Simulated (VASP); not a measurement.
# TiO (P-62m) in VASP: further runs, part 3 of 3

VASP 6.6.1. The steps go on from the part before.

## (4) Relaxation of cell and atoms, PBEsol

This run uses another cell than the first one, of 10.32 Å³/atom, 1.040 times its volume.

The input, INCAR:

```
PREC     = Accurate       # precision mode
ENCUT    = 600            # plane-wave cutoff, eV
EDIFF    = 1E-7           # SCF threshold, eV
ISMEAR   = 0              # smearing method
SIGMA    = 0.1            # smearing width, eV
LREAL    = F              # projectors in reciprocal space
LASPH    = T              # aspherical terms in the spheres
NELM     = 60             # most SCF steps
ALGO     = Normal         # electronic algorithm
ISIF     = 3              # what is computed and relaxed
LWAVE    = F              # write WAVECAR
LCHARG   = F              # write CHGCAR
GGA      = PS             # functional
IBRION   = 2              # ionic algorithm
NSW      = 80             # ionic steps
EDIFFG   = -0.01          # ionic threshold
```

The input, KPOINTS:

```
regular mesh
0
Gamma
  3 3 2
```

The input, POSCAR:

```
TiO
1.0
    4.9890877720      0.0000000000      0.0000000000
   -2.4945438860      4.3206767523      0.0000000000
    0.0000000000      0.0000000000      2.8733134400
Ti O
3 3
Direct
    0.6666666667      0.3333333333      0.5000000000
    0.3333333333      0.6666666667      0.5000000000
    0.0000000000      0.0000000000      0.0000000000
    0.6055592400      0.6055592400      0.0000000000
    0.3944407600      0.0000000000      0.0000000000
    0.0000000000      0.3944407600      0.0000000000
```

Potentials or basis: VASP PAW PBE potentials, release 64 (Ti_sv, O).

The run is started by

```bash
$ cat potpaw_PBE.64/Ti_sv/POTCAR potpaw_PBE.64/O/POTCAR > POTCAR
$ mpirun -np 1 vasp_std > vasp.out
```

OUTCAR:

```text
PREC = Accurate
   ENCUT = 600
   EDIFF = 1E-7
   ISMEAR = 0
   LREAL = F
   LASPH = T
   NELM = 60
   ISIF = 3
   GGA = PS
   IBRION = 2
   NSW = 80
   EDIFFG = -0.01

 ion  position               nearest neighbor table
   1  0.667  0.333  0.500-   6 2.10   6 2.10   5 2.10   5 2.10   4 2.10   4 2.10   2 2.88   2 2.88
                             2 2.88
   2  0.333  0.667  0.500-   5 2.10   5 2.10   6 2.10   6 2.10   4 2.10   4 2.10   1 2.88   1 2.88
                             1 2.88
   3  0.000  0.000  0.000-   5 1.97   4 1.97   6 1.97
   4  0.606  0.606  0.000-   3 1.97   2 2.10   2 2.10   1 2.10   1 2.10
   5  0.394  0.000  0.000-   3 1.97   2 2.10   2 2.10   1 2.10   1 2.10
   6  0.000  0.394  0.000-   3 1.97   1 2.10   1 2.10   2 2.10   2 2.10

  LATTYP: Found a hexagonal cell.
 ALAT       =     4.9890877720
 C/A-ratio  =     0.5759196012
[... 179 lines left out ...]
  -------------------------------------------------------------------------------------
  Total       -0.2710039     -0.2710039     -7.8578787      0.0000000      0.0000000      0.0000000
  in kB       -7.0101979     -7.0101979   -203.2637708      0.0000000      0.0000000      0.0000000
  external PRESSURE =     -72.4280555 kB  Pullay stress =       0.0000000 kB
[... 267 lines left out ...]
--------------------------------------- Ionic step        8  -------------------------------------------

 number of electron      54.0000002 magnetization

 Free energy of the ion-electron system (eV)
  ---------------------------------------------------
  ext. energy  EPLUGINS =         0.00000000
  ---------------------------------------------------
  free energy    TOTEN  =       -57.61895674 eV

  energy without entropy =      -57.61893978  energy(sigma->0) =      -57.61894826

 E-fermi :  11.1030     XC(G=0): -12.8803

 val. band max:       10.8254752725   @ k =   0.3333   0.0000   0.5000
 cond. band min:      11.3806044470   @ k =   0.3333   0.0000   0.0000
 fundamental gap:      0.5551291744
 Fermi energy:        11.1030398413

 k-point     1 :       0.0000    0.0000    0.0000
  band No.  band energies     occupation
      1     -47.0899      2.00000
      2     -47.0124      2.00000
      3     -46.1879      2.00000
      4     -23.6911      2.00000
      5     -23.6911      2.00000
      6     -23.3411      2.00000
[... 232 lines left out ...]
  FREE ENERGIE OF THE ION-ELECTRON SYSTEM (eV)
  ---------------------------------------------------
  free  energy   TOTEN  =       -57.6189567391 eV

  energy  without entropy=      -57.6189397786  energy(sigma->0) =      -57.61894826

 reached required accuracy - stopping structural energy minimisation
```

OSZICAR:

```text
N       E                     dE             d eps       ncg     rms          rms(c)
DAV:   1     0.795177411593E+03    0.79518E+03   -0.30244E+04   384   0.232E+03
DAV:   2     0.594512357366E+02   -0.73573E+03   -0.72461E+03   400   0.646E+02
DAV:   3    -0.573291375763E+02   -0.11678E+03   -0.11579E+03   616   0.225E+02
[... 95 lines left out ...]
DAV:   4    -0.576189561324E+02    0.55710E-06   -0.13746E-05   656   0.231E-02    0.475E-03
DAV:   5    -0.576189563126E+02   -0.18026E-06   -0.22082E-06   512   0.919E-03    0.285E-03
DAV:   6    -0.576189565014E+02   -0.18873E-06   -0.22902E-07   368   0.339E-03    0.160E-03
DAV:   7    -0.576189566978E+02   -0.19649E-06   -0.18572E-07   296   0.232E-03    0.533E-04
DAV:   8    -0.576189567391E+02   -0.41233E-07   -0.32028E-08   192   0.116E-03
   8 F= -.57618957E+02 E0= -.57618948E+02  d E =-.206498E-04
```

It took 92 s on 1 thread of Intel Xeon Platinum 8488C (Sapphire Rapids), shared host; peak memory 0.19 GiB.

Results:

```yaml
Free_energy: -57.6190 eV
Relaxed_volume: 9.95 Å³/atom
Relaxed_cell: a = 5.038 Å, b = 5.038 Å, c = 2.717 Å, α = 90.00°, β = 90.00°, γ = 120.00°
Space_group_after_relaxing_to_0.05_Å: P-62m (No. 189)
Energy_gained_by_relaxing: 38.6 meV/atom
Ionic_steps: 8
Pressure_after_relaxing: 0.0 GPa
Largest_force_after_relaxing: 0.004 eV/Å
Band_gap_on_the_k_mesh: zero (band 27 reaches 11.99 eV, above the bottom of band 28 at 10.10 eV)
```

Forces on the atoms (eV/Å):
```
Ti   0.000  0.000  0.000
Ti   0.000  0.000  0.000
Ti   0.000  0.000  0.000
O    0.002  0.004  0.000
O   -0.004  0.000  0.000
O    0.002 -0.004  0.000
```

Step by step:
| step | energy change (eV) | largest force (eV/Å) | pressure (GPa) | volume (Å³) |
| --- | --- | --- | --- | --- |
| 1 | 0.0000 | 0.2085 | -7.24 | 61.94 |
| 2 | -0.1794 | 0.0532 | 8.78 | 57.77 |
| 3 | -0.2038 | 0.1055 | 4.25 | 58.77 |
| 4 | -0.2228 | 0.0856 | -1.81 | 60.15 |
| 5 | -0.2314 | 0.0259 | 0.25 | 59.65 |
| 6 | -0.2315 | 0.0097 | -0.12 | 59.74 |
| 7 | -0.2315 | 0.0131 | -0.04 | 59.73 |
| 8 | -0.2316 | 0.0042 | 0.00 | 59.72 |

Final structure:
```yaml
crystal:
  lattice:
    - [5.03793, 0.00000, 0.00000]
    - [-2.51897, 4.36298, 0.00000]
    - [0.00000, 0.00000, 2.71678]
  atoms:
    - { symbol: Ti, position: [0.66667, 0.33333, 0.50000] }
    - { symbol: Ti, position: [0.33333, 0.66667, 0.50000] }
    - { symbol: Ti, position: [0.00000, 0.00000, 0.00000] }
    - { symbol: O, position: [0.60349, 0.60349, 0.00000] }
    - { symbol: O, position: [0.39651, 0.00000, 0.00000] }
    - { symbol: O, position: [0.00000, 0.39651, 0.00000] }
```

Caveat: the k points lie up to 1.16 Å⁻¹ apart in the final cell; the PAW data sets were made with another functional, which shifts forces and pressure a little; semilocal functionals often make such compounds metallic where correlation or magnetic order opens a gap, which also shifts bond lengths.

## (5) Relaxation of cell and atoms, PBEsol

This run uses another cell than the first one, of 10.32 Å³/atom, 1.040 times its volume.

The input, INCAR:

```
  ALGO = Normal
  EDIFF = 1E-6
  EDIFFG = -0.01
  ENCUT = 600
  GGA = PS
  IBRION = 2
  ISIF = 3
  ISMEAR = 0
  LASPH = True
  LCHARG = False
  LREAL = False
  LWAVE = False
  NELM = 80
  NSW = 80
  PREC = Accurate
  SIGMA = 0.1
```

The input, KPOINTS:

```
k-points
0
Gamma
  3 3 4
```

POSCAR is that of step 4.

The run is started by

```bash
$ cat potpaw_PBE.64/Ti_sv/POTCAR potpaw_PBE.64/O/POTCAR > POTCAR
$ mpirun -np 1 vasp_std > vasp.out
```

Wall time 81 s (1 thread of Intel Xeon Platinum 8488C (Sapphire Rapids), shared host); peak memory 0.2 GiB.

It converged, with:

| Property | Result |
| --- | --- |
| Free energy | -56.8719 eV |
| Relaxed volume | 10.09 Å³/atom |
| Relaxed cell | a = 4.955 Å, b = 4.955 Å, c = 2.847 Å, α = 90.00°, β = 90.00°, γ = 120.00° |
| Space group after relaxing (to 0.05 Å) | P-62m (No. 189) |
| Energy gained by relaxing | 4.0 meV/atom |
| Ionic steps | 7 |
| Pressure after relaxing | 0.0 GPa |
| Band gap on the k mesh | zero (band 27 reaches 11.50 eV, above the bottom of band 28 at 10.01 eV) |

Stress tensor (GPa, compression positive):
```
-0.07  0.00  0.00
 0.00 -0.07  0.00
 0.00  0.00  0.01
```

The path:
```csv
step,energy change (eV),largest force (eV/Å),pressure (GPa),volume (Å³)
1,0.0000,0.0030,-5.20,61.94
2,0.0085,0.1478,6.62,58.98
3,-0.0232,0.0652,-0.03,60.55
4,-0.0232,0.0665,0.04,60.53
5,-0.0237,0.0153,0.05,60.51
6,-0.0237,0.0100,0.06,60.51
7,-0.0237,0.0018,-0.04,60.54
```

Final structure:
```
Ti O
1.0
     4.95522    0.00000    0.00000
    -2.47761    4.29135    0.00000
     0.00000    0.00000    2.84696
Ti O
3 3
Direct
  0.66667 0.33333 0.50000
  0.33333 0.66667 0.50000
  0.00000 0.00000 0.00000
  0.60482 0.60482 0.00000
  0.39518 0.00000 0.00000
  0.00000 0.39518 0.00000
```

Levels at points of the mesh, in eV from the Fermi level:
| k point | band 23 | band 24 | band 25 | band 26 | band 27 | band 28 | band 29 | band 30 | band 31 | band 32 |
| --- | --- | --- | --- | --- | --- | --- | --- | --- | --- | --- |
| (0.00, 0.00, 0.00) | -5.96 | -5.59 | -3.49 | -0.88 | -0.87 | -0.87 | 0.29 | 0.29 | 0.80 | 0.80 |
| (0.00, 0.00, 0.50) | -5.80 | -5.80 | -2.04 | -2.04 | 0.62 | 1.04 | 1.04 | 1.19 | 1.19 | 1.87 |

Caveat: the k points lie up to 0.55 Å⁻¹ apart in the final cell; the PAW data sets were made with another functional, which shifts forces and pressure a little; semilocal functionals often make such compounds metallic where correlation or magnetic order opens a gap, which also shifts bond lengths.

## (6) Overview

```tsv
task	cell	k mesh	cutoff (eV)	gap on the mesh (eV)	pressure (GPa)	relaxed volume (Å³/atom)
single point	a = 5.034, b = 5.034, c = 2.714 Å, angles 90.0, 90.0, 120.0°, 6 atoms	3 × 3 × 2	520	none	0.8	-
single point	a = 4.950, b = 4.950, c = 2.845 Å, angles 90.0, 90.0, 120.0°, 6 atoms	3 × 3 × 4	520	none	0.8	-
relaxation of cell and atoms	relaxed from a = 4.989, b = 4.989, c = 2.873 Å, angles 90.0, 90.0, 120.0°, 6 atoms	3 × 3 × 2	600	none	0.0	9.95
relaxation of cell and atoms	relaxed from a = 4.989, b = 4.989, c = 2.873 Å, angles 90.0, 90.0, 120.0°, 6 atoms	3 × 3 × 4	600	none	0.0	10.09
```

Alike in all rows: level PBEsol; potentials or basis VASP PAW PBE potentials, release 64 (Ti_sv, O); no spin polarisation; smearing gaussian 0.1 eV.

Caveats: all runs use coarse meshes; the PAW data sets were made with another functional, which shifts forces and pressure a little; semilocal functionals often make such compounds metallic where correlation or magnetic order opens a gap, which also shifts bond lengths.

Total energies depend on the potentials used, so only differences within one code and one set of settings carry meaning.
